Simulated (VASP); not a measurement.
# VO2: relaxation of shape and atoms at fixed volume with PBE

The system is VO2.

```
V O
1.0
     4.67824    0.00000    0.00000
     0.00000    4.67824    0.00000
     0.00000    0.00000    2.80810
V O
2 4
Direct
  0.00000 0.00000 0.00000
  0.50000 0.50000 0.50000
  0.29967 0.29967 0.00000
  0.20033 0.79967 0.50000
  0.70033 0.70033 0.00000
  0.79967 0.20033 0.50000
```

```json
{
 "Program": "VASP 6.6.1",
 "Task": "relaxation of shape and atoms at fixed volume",
 "Functional": "PBE",
 "Potentials or basis": "VASP PAW PBE potentials, release 64 (V_sv, O)",
 "Cutoff": "600 eV",
 "k mesh": "6 × 6 × 10",
 "Occupations": "gaussian, width 0.05 eV",
 "Spin": "no spin polarisation",
 "Dipole correction": "no",
 "Further INCAR settings": "ALGO = Normal; EDIFF = 1e-07; IBRION = 2; EDIFFG = -0.01; NSW = 60; ISIF = 4"
}
```

| Quantity | Value |
| --- | --- |
| Energy gained by relaxing | 0.1 meV/atom |
| Ionic steps | 3 |
| Pressure after relaxing | -7.6 GPa |
| Band gap on the k mesh | zero (bands 25 and 26 overlap by 1.26 eV) |

Stress tensor (GPa, compression positive):
```
-7.68  0.00  0.00
 0.00 -7.68  0.00
 0.00  0.00 -7.49
```

The path:
```
step  energy change (eV)  largest force (eV/Å)  pressure (GPa)  volume (Å³)
   1              0.0000                0.0739           -7.93        61.46
   2             -0.0007                0.0195           -7.70        61.46
   3             -0.0007                0.0017           -7.62        61.46
```

Final structure:
```xyz
6
Lattice="4.6796 0.0000 0.0000 0.0000 4.6796 0.0000 0.0000 0.0000 2.8064" Properties=species:S:1:pos:R:3 pbc="T T T"
V     0.0000    0.0000    0.0000
V     2.3398    2.3398    1.4032
O     1.4056    1.4056    0.0000
O     0.9342    3.7454    1.4032
O     3.2740    3.2740    0.0000
O     3.7454    0.9342    1.4032
```

Levels at points of the mesh, in eV from the Fermi level:
| k point | band 22 | band 23 | band 24 | band 25 | band 26 | band 27 | band 28 | band 29 |
| --- | --- | --- | --- | --- | --- | --- | --- | --- |
| (0.00, 0.00, 0.00) | -2.17 | -2.15 | -1.79 | -0.65 | -0.63 | 0.06 | 0.06 | 0.19 |
| (0.50, 0.00, 0.00) | -3.04 | -2.41 | -2.41 | -0.06 | -0.06 | 0.53 | 0.53 | 1.25 |
| (0.50, 0.50, 0.00) | -2.95 | -2.71 | -2.71 | -0.70 | -0.70 | 0.07 | 0.07 | 1.56 |
| (0.00, 0.00, 0.50) | -3.85 | -3.29 | -3.29 | 0.57 | 0.57 | 1.04 | 1.04 | 1.07 |
| (0.50, 0.00, 0.50) | -3.83 | -2.67 | -2.67 | -0.50 | -0.50 | 0.99 | 0.99 | 1.35 |
| (0.50, 0.50, 0.50) | -2.95 | -2.48 | -2.48 | 0.29 | 0.29 | 0.59 | 0.59 | 1.04 |

Wall time 3.2 min on 1 thread of Oxide Virtual Turin-like Processor, with other jobs on the host, peak memory 0.23 GiB.

Caveat: the run has no spin polarisation, though such a crystal can be magnetic; semilocal functionals often make such compounds metallic where correlation or magnetic order opens a gap, which also shifts bond lengths. With open d or f shells a metallic result of PBE can be an artefact of self-interaction; +U or a hybrid may open a gap.
